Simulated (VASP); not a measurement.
# Si (Fd-3m) in VASP: vibrations by perturbation theory with LDA

Aim: the vibrations by perturbation theory of Si with LDA.

Program: VASP 6.6.1. These are calculated values, not measurements. Logs are shortened: lines on timing, memory, paths and dates and some standing lists are left out, and cuts for length are marked.

## 1. The cell of the first run

Symmetry: Fd-3m, No. 227, cubic system. The conventional cell has a = 5.402 Å, b = 5.402 Å, c = 5.402 Å, α = 90.00°, β = 90.00°, γ = 90.00°. Si (site symmetry -43m) has 4 Si at 2.34 Å within 3.1 Å.

## 2. Vibrations by perturbation theory, LDA

The input, INCAR:

```
SYSTEM = Si
ALGO = Normal
EDIFF = 1E-8
ENCUT = 520
GGA = CA
IBRION = 8
ISIF = 2
ISMEAR = 0
LASPH = .True.
LCHARG = .True.
LREAL = .False.
LWAVE = .False.
NELM = 80
NSW = 1
PREC = Accurate
SIGMA = 0.01
```

The input, KPOINTS:

```
k-points
0
Gamma
  12 12 12
  0 0 0
```

The input, POSCAR:

```
Si
1.0
    0.0000000000      2.7007939031      2.7007939031
    2.7007939031      0.0000000000      2.7007939031
    2.7007939031      2.7007939031      0.0000000000
Si
2
Direct
    0.5000000000      0.5000000000      0.5000000000
    0.7500000000      0.7500000000      0.7500000000
```

Potentials or basis: VASP PAW LDA potentials, release 64 (Si).

Command:

```bash
$ cat potpaw_LDA.64/Si/POTCAR > POTCAR
$ mpirun -np 1 vasp_std > vasp.out
```

OUTCAR:

```text
SYSTEM = Si
   EDIFF = 1E-8
   ENCUT = 520
   GGA = CA
   IBRION = 8
   ISIF = 2
   ISMEAR = 0
   LASPH = .True.
   LREAL = .False.
   NELM = 80
   NSW = 1
   PREC = Accurate

 ion  position               nearest neighbor table
   1  0.500  0.500  0.500-   2 2.34   2 2.34   2 2.34   2 2.34
   2  0.750  0.750  0.750-   1 2.34   1 2.34   1 2.34   1 2.34

  LATTYP: Found a face centered cubic cell.
 ALAT       =     5.4015878062

  Lattice vectors:

 A1 = (   0.0000000000,   2.7007939031,   2.7007939031)
 A2 = (   2.7007939031,   0.0000000000,   2.7007939031)
 A3 = (   2.7007939031,   2.7007939031,   0.0000000000)

Analysis of symmetry for initial positions (statically):
=====================================================================
 Subroutine PRICEL returns:
 Original cell was already a primitive cell.

 Routine SETGRP: Setting up the symmetry group for a
 face centered cubic supercell.

 Subroutine GETGRP returns: Found 48 space group operations
 (whereof 24 operations were pure point group operations)
 out of a pool of 48 trial point group operations.

The static configuration has the point symmetry T_d .
 The point group associated with its full space group is O_h .

Analysis of symmetry for dynamics (positions and initial velocities):
=====================================================================
 Subroutine PRICEL returns:
 Original cell was already a primitive cell.

 Routine SETGRP: Setting up the symmetry group for a
 face centered cubic supercell.

 Subroutine GETGRP returns: Found 48 space group operations
 (whereof 24 operations were pure point group operations)
 out of a pool of 48 trial point group operations.

The dynamic configuration has the point symmetry T_d .
 The point group associated with its full space group is O_h .

 Subroutine INISYM returns: Found 48 space group operations
 (whereof 24 operations are pure point group operations),
 and found     1 'primitive' translations

----------------------------------------------------------------------------------------

                                     Primitive cell

  volume of cell :      39.4007

  direct lattice vectors                    reciprocal lattice vectors
     0.000000000  2.700793903  2.700793903    -0.185130750  0.185130750  0.185130750
     2.700793903  0.000000000  2.700793903     0.185130750 -0.185130750  0.185130750
     2.700793903  2.700793903  0.000000000     0.185130750  0.185130750 -0.185130750

  length of vectors
     3.819499367  3.819499367  3.819499367     0.320655864  0.320655864  0.320655864

  position of ions in fractional coordinates (direct lattice)
     0.500000000  0.500000000  0.500000000
     0.750000000  0.750000000  0.750000000

  ion indices of the primitive-cell ions
   primitive index   ion index
                 1           1
                 2           2

----------------------------------------------------------------------------------------

 KPOINTS: k-points

Automatic generation of k-mesh.
 Grid dimensions read from file:
 generate k-points for:   12   12   12

 Generating k-lattice:

  Cartesian coordinates                     Fractional coordinates (reciprocal lattice)
    -0.015427562  0.015427562  0.015427562     0.083333333  0.000000000  0.000000000
     0.015427562 -0.015427562  0.015427562     0.000000000  0.083333333  0.000000000
     0.015427562  0.015427562 -0.015427562     0.000000000  0.000000000  0.083333333

[... 75 lines left out ...]
     AMIX     =   0.40;   BMIX     =  1.00
     AMIX_MAG =   1.60;   BMIX_MAG =  1.00
  volume/ion in A,a.u.               =      19.70       132.94
  Fermi-wavevector in a.u.,A,eV,Ry     =   0.962210  1.818314 12.596939  0.925849
  Thomas-Fermi vector in A             =   2.091650
   LORBIT       =      0    0 simple, 1 ext, 2 COOP (PROOUT), +10 PAW based schemes
   GGA     = CA    functional components
   LHFCALC =     F    Hartree Fock is set to
   AEXX    =    0.0000 exact exchange contribution
   IVDW    =     0    specifies the selected vdW correction
   LEPSILON=     F    determine dielectric tensor
   LRPA    =     F    only Hartree local field effects (RPA)
 non-spin polarized calculation
 Gauss-broadening in eV      SIGMA  =   0.01
  energy-cutoff  :      520.00
  volume of cell :       39.40
 maximum number of plane-waves:      1074
   NGX = 15   NGY = 15   NGZ = 15

--------------------------------------- Ionic step        1  -------------------------------------------

 number of electron       8.0000001 magnetization

 Free energy of the ion-electron system (eV)
  ---------------------------------------------------
  ext. energy  EPLUGINS =         0.00000000
  ---------------------------------------------------
  free energy    TOTEN  =       -11.91974171 eV

  energy without entropy =      -11.91974171  energy(sigma->0) =      -11.91974171

 E-fermi :   6.0219     XC(G=0):  -9.6665

 val. band max:        5.9351779869   @ k =   0.0000   0.0000   0.0000
 cond. band min:       6.3769244897   @ k =   0.4167   0.4167   0.0000
 fundamental gap:      0.4417465028
 Fermi energy:         6.0218761002

 k-point     1 :       0.0000    0.0000    0.0000
  band No.  band energies     occupation
      1      -6.1327      2.00000
      2       5.9352      2.00000
      3       5.9352      2.00000
      4       5.9352      2.00000
      5       8.4663      0.00000
      6       8.4663      0.00000
      7       8.4663      0.00000
      8       9.3298      0.00000
[... 243 lines left out ...]
 k-point    24 :      -0.4167    0.1667    0.0000
  band No.  band energies     occupation
      1      -3.4777      2.00000
      2      -0.9103      2.00000
      3       2.8895      2.00000
      4       4.3222      2.00000
      5       8.0438      0.00000
      6       9.9546      0.00000
      7      10.2926      0.00000
      8      13.8696      0.00000

 [... further k-points ...]

------------------------ aborting loop because EDIFF is reached ----------------------------------------

  FORCE on cell =-STRESS in cart. coord.  units (eV):
  Direction    XX          YY          ZZ          XY          YZ          ZX
  --------------------------------------------------------------------------------------
  -------------------------------------------------------------------------------------
  Total        0.0162799      0.0162799      0.0162799      0.0000000      0.0000000      0.0000000
  in kB        0.6620004      0.6620004      0.6620004      0.0000000      0.0000000      0.0000000
  external PRESSURE =       0.6620004 kB  Pullay stress =       0.0000000 kB

 VOLUME and BASIS-vectors are now :
 -----------------------------------------------------------------------------
  energy-cutoff  :      520.00
  volume of cell :       39.40
      direct lattice vectors                 reciprocal lattice vectors
     0.000000000  2.700793903  2.700793903    -0.185130750  0.185130750  0.185130750
     2.700793903  0.000000000  2.700793903     0.185130750 -0.185130750  0.185130750
     2.700793903  2.700793903  0.000000000     0.185130750  0.185130750 -0.185130750

 POSITION                                       TOTAL-FORCE (eV/Angst)
 -----------------------------------------------------------------------------------
      2.70079      2.70079      2.70079         0.000000      0.000000      0.000000
      4.05119      4.05119      4.05119        -0.000000     -0.000000     -0.000000
 -----------------------------------------------------------------------------------
    total drift:                                0.000000      0.000000     -0.000000

  FREE ENERGIE OF THE ION-ELECTRON SYSTEM (eV)
  ---------------------------------------------------
  free  energy   TOTEN  =       -11.9197417139 eV

  energy  without entropy=      -11.9197417139  energy(sigma->0) =      -11.91974171

[... ionic steps 2 to 3 ...]

--------------------------------------- Ionic step        4  -------------------------------------------

 Free energy of the ion-electron system (eV)
  ---------------------------------------------------
  ---------------------------------------------------
  free energy    TOTEN  =        -0.01772657 eV

  energy without entropy =       -0.01772657

------------------------ aborting loop because EDIFF is reached ----------------------------------------

 INTERNAL STRAIN TENSOR  FOR ION    1  DIRECTION 1   (eV/Angst):
 -----------------------------------------------------------------------------
    -0.00671  0.00000  0.00000
     0.00000  0.00408  9.67090
     0.00000  9.67090  0.00408

 INTERNAL STRAIN TENSOR FOR ION    2 for displacements in x,y,z  (eV/Angst):
          X           Y           Z          XY          YZ          ZX
  --------------------------------------------------------------------------------
  x     0.00000    -0.00000    -0.00000     0.00000    -9.67090     0.00000
  y     0.00000     0.00000     0.00000     0.00000     0.00000    -9.67090
  z    -0.00000    -0.00000     0.00000    -9.67090     0.00000     0.00000

 SECOND DERIVATIVES (NOT SYMMETRIZED)
 ------------------------------------
               1X          1Y          1Z          2X          2Y          2Z
  1X   -13.599244    0.000000    0.000000   13.599244    0.000000    0.000000
  1Y     0.000000  -13.599244    0.000000    0.000000   13.599244    0.000000
  1Z     0.000000    0.000000  -13.599244    0.000000    0.000000   13.599244
  2X    13.599244    0.000000    0.000000  -13.599244    0.000000    0.000000
  2Y     0.000000   13.599244    0.000000    0.000000  -13.599244    0.000000
  2Z     0.000000    0.000000   13.599244    0.000000    0.000000  -13.599244

 Eigenvectors and eigenvalues of the dynamical matrix
 ----------------------------------------------------

   1 f  =   15.384589 THz    96.664223 2PiTHz  513.174646 cm-1    63.625518 meV
             X         Y         Z           dx          dy          dz
      2.700794  2.700794  2.700794     0.000000   -0.707107    0.000000
      4.051191  4.051191  4.051191     0.000000    0.707107    0.000000
[... 21 lines left out ...]
   6 f  =    0.000000 THz     0.000000 2PiTHz    0.000000 cm-1     0.000000 meV
             X         Y         Z           dx          dy          dz
      2.700794  2.700794  2.700794     0.000000    0.000000    0.707107
      4.051191  4.051191  4.051191     0.000000    0.000000    0.707107

--------------------------------------------------------------------------------------------------------

 ELASTIC MODULI CONTR FROM IONIC RELAXATION (kBar)
 Direction    XX          YY          ZZ          XY          YZ          ZX
 --------------------------------------------------------------------------------
 XX          -0.0000     -0.0000     -0.0000     -0.0000      0.0000      0.0000
 YY          -0.0000     -0.0000     -0.0000     -0.0000     -0.0000      0.0000
 ZZ          -0.0000     -0.0000     -0.0000     -0.0000     -0.0000      0.0000
 XY          -0.0000     -0.0000     -0.0000   -279.6565     -0.0000      0.0000
 YZ           0.0000     -0.0000     -0.0000     -0.0000   -279.6565     -0.0000
 ZX           0.0000      0.0000      0.0000      0.0000     -0.0000   -279.6565
 --------------------------------------------------------------------------------
```

Wall time 46 s (1 thread of Intel Xeon 6975P-C (Granite Rapids), shared host); peak memory 0.27 GiB.

Results:

- Highest phonon frequency at Γ: 513 cm⁻¹

Phonon frequencies in cm⁻¹ (negative: imaginary):
```
              q point        frequencies
(0.000, 0.000, 0.000)  0 0 0 513 513 513
```
